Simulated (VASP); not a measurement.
BiRu: single point with PBE

BiRu:

```xyz
2
Lattice="3.4029 0.0000 0.0000 0.0000 3.4029 0.0000 0.0000 0.0000 3.4029" Properties=species:S:1:pos:R:3 pbc="T T T"
Bi    0.0000    0.0000    0.0000
Ru    1.7015    1.7015    1.7015
```

- Program: VASP 6.6.1
- Task: single point
- Functional: PBE
- Potentials or basis: VASP PAW PBE potentials, release 64 (Bi_d, Ru_pv)
- Cutoff: 520 eV
- k mesh: 6 × 6 × 6
- Occupations: gaussian, width 0.1 eV
- Spin: no spin polarisation
- Dipole correction: no
- Further INCAR settings: ALGO = Fast; EDIFF = 1e-06; NBANDS = 22

* Pressure: 0.0 GPa

Levels at points of the mesh, in eV from the Fermi level:
| k point | band 12 | band 13 | band 14 | band 15 | band 16 | band 17 |
| --- | --- | --- | --- | --- | --- | --- |
| (0.00, 0.00, 0.00) | -0.76 | -0.76 | -0.76 | 1.15 | 1.15 | 1.15 |
| (0.50, 0.00, 0.00) | -2.52 | -2.52 | -0.82 | 0.15 | 5.94 | 5.94 |
| (0.50, 0.50, 0.00) | -2.72 | -1.42 | -1.42 | -0.04 | -0.01 | 2.53 |
| (0.50, 0.50, 0.50) | -5.25 | 0.05 | 0.05 | 2.77 | 2.77 | 2.77 |

It took 14 s on 1 thread of AMD EPYC 7R13 Processor (Zen 3), on a shared host, peak memory 0.13 GiB.

Caveat: spin-orbit coupling is left out, which moves the levels of the heavy elements.
